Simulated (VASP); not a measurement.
# BN (R3m) in VASP: a series of runs

BN is run at these levels: LDA, PBEsol; tasks: single point.

All numbers are computed with VASP 6.6.1; they aren't measurements. Logs are shortened: lines on timing, memory, paths and dates and some standing lists are left out, and cuts for length are marked.

## (1) The cell of the first run

The structure is trigonal, space group R3m (No. 160). Conventional cell: a = 2.535 Å, b = 2.535 Å, c = 10.252 Å, α = 90.00°, β = 90.00°, γ = 120.00°. N (site symmetry 3m) has 3 B at 1.46 Å within 2.0 Å. Within 2.0 Å of B (site symmetry 3m) lie 3 N at 1.46 Å.

## (2) Single point, LDA (volume scaled by 1.04)

INCAR reads:

```
SYSTEM = BN
PREC = Accurate ; ENCUT = 520
EDIFF = 1E-6 ; ISMEAR = -1
SIGMA = 0.05 ; LREAL = .False.
LASPH = .True. ; NELM = 60
ALGO = Normal ; ISIF = 2
LWAVE = .False. ; LCHARG = .True.
LELF = .True. ; LVHAR = .True.
NBANDS = 11
```

KPOINTS reads:

```
regular mesh
0
Gamma
  12 12 12
  0 0 0
```

POSCAR reads:

```
BN
1.0
    1.2675858000      0.7318410028      3.4173202092
   -1.2675858000      0.7318410028      3.4173202092
    0.0000000000     -1.4636820056      3.4173202092
N B
1 1
Direct
    0.6672382000      0.6672382000      0.6672382000
    0.0003288000      0.0003288000      0.0003288000
```

Potentials or basis: VASP PAW LDA potentials, release 64 (N, B).

Launch:

```bash
$ cat potpaw_LDA.64/N/POTCAR potpaw_LDA.64/B/POTCAR > POTCAR
$ mpirun -np 1 vasp_std > vasp.out
```

OUTCAR:

```text
SYSTEM = BN
   PREC = Accurate
   ENCUT = 520
   EDIFF = 1E-6
   ISMEAR = -1
   LREAL = .False.
   LASPH = .True.
   NELM = 60
   ISIF = 2

 ion  position               nearest neighbor table
   1  0.667  0.667  0.667-   2 1.46   2 1.46   2 1.46
   2  0.000  0.000  0.000-   1 1.46   1 1.46   1 1.46

  LATTYP: Found a trigonal (rhomboedric) cell.
 ALAT       =     3.7175855640
 COS(alpha) =     0.7674786797

  Lattice vectors:

 A1 = (   1.2675858000,   0.7318410028,   3.4173202092)
 A2 = (  -1.2675858000,   0.7318410028,   3.4173202092)
 A3 = (   0.0000000000,  -1.4636820056,   3.4173202092)

Analysis of symmetry for initial positions (statically):
=====================================================================
 Subroutine PRICEL returns:
 Original cell was already a primitive cell.

 Routine SETGRP: Setting up the symmetry group for a
 trigonal (rhombohedral) supercell.

 Subroutine GETGRP returns: Found  6 space group operations
 (whereof  6 operations were pure point group operations)
 out of a pool of 12 trial point group operations.

The static configuration has the point symmetry C_3v.

Analysis of symmetry for dynamics (positions and initial velocities):
=====================================================================
 Subroutine PRICEL returns:
 Original cell was already a primitive cell.

 Routine SETGRP: Setting up the symmetry group for a
 trigonal (rhombohedral) supercell.

 Subroutine GETGRP returns: Found  6 space group operations
 (whereof  6 operations were pure point group operations)
 out of a pool of 12 trial point group operations.

The dynamic configuration has the point symmetry C_3v.

 Subroutine INISYM returns: Found  6 space group operations
 (whereof  6 operations are pure point group operations),
 and found     1 'primitive' translations

----------------------------------------------------------------------------------------

                                     Primitive cell

  volume of cell :      19.0209

  direct lattice vectors                    reciprocal lattice vectors
     1.267585800  0.731841003  3.417320209     0.394450616  0.227736170  0.097542318
    -1.267585800  0.731841003  3.417320209    -0.394450616  0.227736170  0.097542318
     0.000000000 -1.463682006  3.417320209     0.000000000 -0.455472339  0.097542318

  length of vectors
     3.717585564  3.717585564  3.717585564     0.465799909  0.465799909  0.465799909

  position of ions in fractional coordinates (direct lattice)
     0.667238200  0.667238200  0.667238200
     0.000328800  0.000328800  0.000328800

  ion indices of the primitive-cell ions
   primitive index   ion index
                 1           1
                 2           2

----------------------------------------------------------------------------------------

 KPOINTS: regular mesh

Automatic generation of k-mesh.
 Grid dimensions read from file:
 generate k-points for:   12   12   12

 Generating k-lattice:

  Cartesian coordinates                     Fractional coordinates (reciprocal lattice)
     0.032870885  0.018978014  0.008128526     0.083333333  0.000000000 -0.000000000
    -0.032870885  0.018978014  0.008128526     0.000000000  0.083333333 -0.000000000
     0.000000000 -0.037956028  0.008128526    -0.000000000 -0.000000000  0.083333333

  Length of vectors
     0.038816659  0.038816659  0.038816659

  Shift w.r.t. Gamma in fractional coordinates (k-lattice)
     0.000000000  0.000000000  0.000000000

 Subroutine IBZKPT returns following result:
 ===========================================

 Found    189 irreducible k-points:

 Following reciprocal coordinates:
            Coordinates               Weight
  0.000000  0.000000  0.000000      1.000000
  0.083333  0.000000 -0.000000      6.000000
  0.166667 -0.000000 -0.000000      6.000000
  0.250000 -0.000000 -0.000000      6.000000
  0.333333  0.000000  0.000000      6.000000
  0.416667  0.000000 -0.000000      6.000000
[... 16 lines left out ...]
  0.500000  0.166667  0.000000     12.000000
 -0.416667  0.166667  0.000000     12.000000
 [... further k-points ...]
   k-points           NKPTS =    189   k-points in BZ     NKDIM =    189   number of bands    NBANDS=     11
   number of dos      NEDOS =    301   number of ions     NIONS =      2
   total plane-waves  NPLWV =  21952
   dimension x,y,z NGX =    28 NGY =   28 NGZ =   28
   dimension x,y,z NGXF=    56 NGYF=   56 NGZF=   56
   ions per type =               1   1
   NGX,Y,Z   is equivalent  to a cutoff of  12.52, 12.52, 12.52 a.u.
   NGXF,Y,Z  is equivalent  to a cutoff of  25.04, 25.04, 25.04 a.u.
 SYSTEM =  BN
   PREC   = accura    normal or accurate (medium, high low for compatibility)
   ISTART =      0    job   : 0-new  1-cont  2-samecut
   ICHARG =      2    charge: 1-file 2-atom 10-const
   ISPIN  =      1    spin polarized calculation?
   LNONCOLLINEAR =      F non collinear calculations
   LSORBIT =      F    spin-orbit coupling
   LASPH  =      T    aspherical Exc in radial PAW
   ENCUT  =  520.0 eV  38.22 Ry    6.18 a.u.   6.91  6.91  6.91*2*pi/ulx,y,z
   NELM   =     60;   NELMIN=  2; NELMDL= -5     # of ELM steps
   EDIFF  = 0.1E-05   stopping-criterion for ELM
   LREAL  =      F    real-space projection
   EDIFFG = 0.1E-04   stopping-criterion for IOM
   NSW    =      0    number of steps for IOM
   IBRION =     -1    ionic relax: 0-MD 1-quasi-New 2-CG
   NFREE  =      0    steps in history (QN), initial steepest desc. (CG)
   ISIF   =      2    stress and relaxation
   ISYM   =      2    0-nonsym 1-usesym 2-fastsym
   POTIM  = 0.5000    time-step for ionic-motion
   TEBEG  =    0.0;   TEEND  =   0.0 temperature during run
   PSTRESS=    0.0 pullay stress
   NELECT =       8.0000    total number of electrons
   NUPDOWN=      -1.0000    fix difference up-down
   EMIN   =  10.00;   EMAX   =-10.00  energy-range for DOS
   EFERMI =   0.00;   METHOD = LEGACY
   ISMEAR =    -1;   SIGMA  =   0.05  broadening in eV -4-tet -1-fermi 0-gaus
   EFERMI_NEDOS =   21; number of points for ismear=-14 and -15
   IALGO  =     38    algorithm
   IMIX   =      4    mixing-type and parameters
     AMIX     =   0.40;   BMIX     =  1.00
     AMIX_MAG =   1.60;   BMIX_MAG =  1.00
  volume/ion in A,a.u.               =       9.51        64.18
  Fermi-wavevector in a.u.,A,eV,Ry     =   1.226576  2.317893 20.469813  1.504489
  Thomas-Fermi vector in A             =   2.361572
   LORBIT       =      0    0 simple, 1 ext, 2 COOP (PROOUT), +10 PAW based schemes
   GGA     = CA    functional components
   LHFCALC =     F    Hartree Fock is set to
   AEXX    =    0.0000 exact exchange contribution
   IVDW    =     0    specifies the selected vdW correction
   LEPSILON=     F    determine dielectric tensor
   LRPA    =     F    only Hartree local field effects (RPA)
 non-spin polarized calculation
  energy-cutoff  :      520.00
  volume of cell :       19.02
 maximum number of plane-waves:       523
   NGX = 13   NGY = 13   NGZ = 13

 number of electron       8.0000001 magnetization

 Free energy of the ion-electron system (eV)
  ---------------------------------------------------
  ext. energy  EPLUGINS =         0.00000000
  ---------------------------------------------------
  free energy    TOTEN  =       -19.24945732 eV

  energy without entropy =      -19.24945732  energy(sigma->0) =      -19.24945732

 E-fermi :   2.7359     XC(G=0): -10.2697

 val. band max:        1.7338049572   @ k =  -0.3333   0.3333   0.0000
 cond. band min:       5.7789665070   @ k =   0.5000   0.5000  -0.0000
 fundamental gap:      4.0451615499
 Fermi energy:         2.7358884042

 k-point     1 :       0.0000    0.0000    0.0000
  band No.  band energies     occupation
      1     -15.5922      2.00000
      2      -2.3280      2.00000
      3       0.3903      2.00000
      4       0.3903      2.00000
      5       6.5053      0.00000
      6      12.9703      0.00000
      7      12.9703      0.00000
      8      14.2372      0.00000
      9      15.8094      0.00000
     10      26.7050      0.00000
     11      28.4981      0.00000

 k-point     2 :       0.0833    0.0000   -0.0000
  band No.  band energies     occupation
      1     -15.4583      2.00000
      2      -2.1839      2.00000
      3      -0.1585      2.00000
      4       0.1428      2.00000
      5       6.7820      0.00000
      6      12.8951      0.00000
      7      13.5382      0.00000
      8      13.7986      0.00000
      9      16.2262      0.00000
     10      26.7518      0.00000
     11      27.1442      0.00000

 k-point     3 :       0.1667   -0.0000   -0.0000
  band No.  band energies     occupation
      1     -15.0639      2.00000
      2      -1.7701      2.00000
      3      -1.5207      2.00000
      4      -0.4604      2.00000
      5       7.5089      0.00000
      6      12.5736      0.00000
      7      12.7963      0.00000
      8      15.0807      0.00000
      9      17.2307      0.00000
     10      24.1147      0.00000
     11      26.5834      0.00000

 k-point     4 :       0.2500   -0.0000   -0.0000
  band No.  band energies     occupation
      1     -14.4365      2.00000
      2      -3.2793      2.00000
      3      -1.1608      2.00000
      4      -1.0635      2.00000
      5       8.4991      0.00000
      6      11.0206      0.00000
      7      12.6717      0.00000
      8      17.2591      0.00000
      9      18.2964      0.00000
     10      21.9724      0.00000
     11      25.0071      0.00000

 k-point     5 :       0.3333    0.0000    0.0000
  band No.  band energies     occupation
      1     -13.6442      2.00000
      2      -5.0179      2.00000
      3      -1.7632      2.00000
      4      -0.1801      2.00000
      5       8.7159      0.00000
      6      10.2427      0.00000
      7      12.7631      0.00000
      8      18.3816      0.00000
      9      19.6855      0.00000
     10      21.0955      0.00000
     11      23.8680      0.00000
[... 211 lines left out ...]
 k-point    21 :       0.3333    0.1667   -0.0000
  band No.  band energies     occupation
      1     -14.0450      2.00000
      2      -3.6738      2.00000
      3      -2.1077      2.00000
      4      -0.9628      2.00000
      5       9.1509      0.00000
      6      10.9886      0.00000
      7      13.7393      0.00000
      8      16.0734      0.00000
      9      19.3982      0.00000
     10      20.6592      0.00000
     11      25.2482      0.00000

 k-point    22 :       0.4167    0.1667   -0.0000
  band No.  band energies     occupation
      1     -13.2895      2.00000
      2      -5.0130      2.00000
      3      -2.9325      2.00000
      4      -0.1033      2.00000
      5       8.3577      0.00000
      6      11.7638      0.00000
      7      14.2289      0.00000
      8      16.6411      0.00000
      9      18.4111      0.00000
     10      21.3378      0.00000
     11      24.0306      0.00000

 k-point    23 :       0.5000    0.1667    0.0000
  band No.  band energies     occupation
      1     -12.5661      2.00000
      2      -6.1891      2.00000
      3      -3.4297      2.00000
      4       0.8287      2.00000
      5       7.2403      0.00000
      6      12.7004      0.00000
      7      14.4680      0.00000
      8      16.3240      0.00000
      9      18.4826      0.00000
     10      21.2028      0.00000
     11      24.0747      0.00000

 k-point    24 :      -0.4167    0.1667    0.0000
  band No.  band energies     occupation
      1     -12.2464      2.00000
      2      -6.6812      2.00000
      3      -3.5953      2.00000
      4       1.4210      2.00000
      5       6.6609      0.00000
      6      12.7534      0.00000
      7      14.6874      0.00000
      8      15.5760      0.00000
      9      18.8354      0.00000
     10      21.7662      0.00000
     11      23.8957      0.00000

 [... further k-points ...]
[... 5 lines left out ...]
  --------------------------------------------------------------------------------------
  -------------------------------------------------------------------------------------
  Total       -2.1271821     -2.1271821     -0.1513048      0.0000000      0.0000000      0.0000000
  in kB     -179.1778087   -179.1778087    -12.7447747      0.0000000      0.0000000      0.0000000
  external PRESSURE =    -123.7001307 kB  Pullay stress =       0.0000000 kB

 VOLUME and BASIS-vectors are now :
 -----------------------------------------------------------------------------
  energy-cutoff  :      520.00
  volume of cell :       19.02
      direct lattice vectors                 reciprocal lattice vectors
     1.267585800  0.731841003  3.417320209     0.394450616  0.227736170  0.097542318
    -1.267585800  0.731841003  3.417320209    -0.394450616  0.227736170  0.097542318
     0.000000000 -1.463682006  3.417320209     0.000000000 -0.455472339  0.097542318

 POSITION                                       TOTAL-FORCE (eV/Angst)
 -----------------------------------------------------------------------------------
      0.00000      0.00000      6.84050         0.000000     -0.000000     -0.004927
      0.00000      0.00000      0.00337         0.000000      0.000000      0.004927
 -----------------------------------------------------------------------------------
    total drift:                               -0.000000     -0.000000     -0.000128

  FREE ENERGIE OF THE ION-ELECTRON SYSTEM (eV)
  ---------------------------------------------------
  free  energy   TOTEN  =       -19.2494573168 eV

  energy  without entropy=      -19.2494573167  energy(sigma->0) =      -19.24945732
```

It took 29 s on 1 thread of Intel Xeon Platinum 8488C (Sapphire Rapids), shared host; peak memory 0.15 GiB.

Results:

```yaml
Free_energy: -19.2495 eV
Pressure: -12.4 GPa
Largest_force: 0.005 eV/Å
Band_gap_on_the_k_mesh: 4.05 eV, indirect (least direct gap 4.46 eV)
```

Forces in eV/Å, atoms in the order of the input:
```
N    0.000  0.000 -0.005
B    0.000  0.000  0.005
```

## (3) Single point, LDA (volume scaled by 1.06)

INCAR reads:

```
PREC     = Accurate       # precision mode
ENCUT    = 520            # plane-wave cutoff, eV
EDIFF    = 1E-6           # SCF threshold, eV
ISMEAR   = -1             # smearing method
SIGMA    = 0.05           # smearing width, eV
LREAL    = F              # projectors in reciprocal space
LASPH    = T              # aspherical terms in the spheres
NELM     = 80             # most SCF steps
ALGO     = Normal         # electronic algorithm
ISIF     = 2              # what is computed and relaxed
LWAVE    = F              # write WAVECAR
LCHARG   = F              # write CHGCAR
GGA      = CA             # functional
NBANDS   = 11             # bands
```

KPOINTS reads:

```
Automatic mesh
0
Gamma
  12 12 12
```

POSCAR reads:

```
BN
1.0
    1.2756598126      0.7365025362      3.4390871668
   -1.2756598126      0.7365025362      3.4390871668
    0.0000000000     -1.4730050723      3.4390871668
N B
1 1
Direct
    0.6672382000      0.6672382000      0.6672382000
    0.0003288000      0.0003288000      0.0003288000
```

Potentials or basis: VASP PAW LDA potentials, release 64 (N, B).

Launch:

```bash
$ cat potpaw_LDA.64/N/POTCAR potpaw_LDA.64/B/POTCAR > POTCAR
$ mpirun -np 1 vasp_std > vasp.out
```

It took 27 s on 1 thread of Intel Xeon Platinum 8488C (Sapphire Rapids), shared host; peak memory 0.16 GiB.

It converged, with:

* Free energy: -19.2172 eV
* Pressure: -16.1 GPa
* Largest force: 0.006 eV/Å
* Band gap on the k mesh: 4.02 eV, indirect (least direct gap 4.41 eV)

Forces on the atoms (eV/Å):
```
N    0.000  0.000 -0.006
B    0.000  0.000  0.006
```

Stress tensor (GPa, compression positive):
```
-23.47   0.00   0.00
  0.00 -23.47   0.00
  0.00   0.00  -1.34
```

Levels at points of the mesh, in eV from the valence-band top:
| k point | band 1 | band 2 | band 3 | band 4 | band 5 | band 6 | band 7 | band 8 |
| --- | --- | --- | --- | --- | --- | --- | --- | --- |
| (0.00, 0.00, 0.00) | -17.21 | -3.99 | -1.36 | -1.36 | 4.73 | 11.08 | 11.08 | 12.28 |
| (0.50, 0.00, 0.00) | -14.17 | -8.66 | -4.00 | -0.58 | 4.98 | 9.30 | 12.33 | 14.26 |
| (0.50, 0.50, 0.00) | -14.11 | -8.55 | -4.05 | -1.12 | 4.02 | 9.30 | 13.44 | 16.58 |
| (0.50, 0.50, 0.50) | -16.97 | -5.89 | -1.38 | -1.38 | 9.43 | 11.01 | 11.01 | 11.29 |

## (4) Single point, PBEsol (volume scaled by 1.06)

INCAR reads:

```
PREC     = Accurate       # precision mode
ENCUT    = 520            # plane-wave cutoff, eV
EDIFF    = 1E-6           # SCF threshold, eV
ISMEAR   = -1             # smearing method
SIGMA    = 0.05           # smearing width, eV
LREAL    = False          # projectors in reciprocal space
LASPH    = True           # aspherical terms in the spheres
NELM     = 80             # most SCF steps
ALGO     = Normal         # electronic algorithm
ISIF     = 2              # what is computed and relaxed
LWAVE    = False          # write WAVECAR
LCHARG   = False          # write CHGCAR
GGA      = PS             # functional
NBANDS   = 11             # bands
```

KPOINTS reads:

```
regular mesh
0
Gamma
  12 12 12
```

POSCAR is that of step 3.

Potentials or basis: VASP PAW PBE potentials, release 64 (N, B).

Launch:

```bash
$ cat potpaw_PBE.64/N/POTCAR potpaw_PBE.64/B/POTCAR > POTCAR
$ mpirun -np 1 vasp_std > vasp.out
```

Run time: 28 s. Hardware: 1 thread of Intel Xeon Platinum 8488C (Sapphire Rapids), shared host; peak memory 0.17 GiB.

It converged, with:

* Free energy: -18.2471 eV
* Pressure: -11.7 GPa
* Largest force: 0.007 eV/Å
* Band gap on the k mesh: 4.11 eV, indirect (least direct gap 4.49 eV)

Forces in eV/Å, atoms in the order of the input:
```
N    0.000  0.000 -0.007
B    0.000  0.000  0.007
```

Stress tensor (GPa, compression positive):
```
-17.52   0.00   0.00
  0.00 -17.52   0.00
  0.00   0.00   0.02
```

Levels at points of the mesh, in eV from the valence-band top:
```
           k point  band 2  band 3  band 4  band 5  band 6  band 7
(0.00, 0.00, 0.00)   -3.99   -1.33   -1.33    4.86   11.16   11.16
(0.50, 0.00, 0.00)   -8.71   -3.98   -0.57    5.06    9.26   12.50
(0.50, 0.50, 0.00)   -8.60   -4.03   -1.11    4.11    9.25   13.63
(0.50, 0.50, 0.50)   -5.85   -1.35   -1.35    9.58   11.09   11.09
```

Caveat: the PAW data sets were made with another functional, which shifts forces and pressure a little.

## (5) The runs side by side

```csv
level,potentials or basis,cell,gap on the mesh (eV),pressure (GPa),largest force (eV/Å)
LDA,"VASP PAW LDA potentials, release 64 (N, B)","a = 3.718 Å, angles 39.9°, 2 atoms",4.05,-12.4,-
LDA,"VASP PAW LDA potentials, release 64 (N, B)","a = 3.741 Å, angles 39.9°, 2 atoms",4.02,-16.1,0.01
PBEsol,"VASP PAW PBE potentials, release 64 (N, B)","a = 3.741 Å, angles 39.9°, 2 atoms",4.11,-11.7,0.01
```

Alike in all rows: task single point; no spin polarisation; k mesh 12 × 12 × 12; cutoff (eV) 520; smearing fermi-dirac 0.05 eV.

Caveats: the PAW data sets were made with another functional, which shifts forces and pressure a little (some runs).

Absolute energies hang on the potentials; compare differences alone.
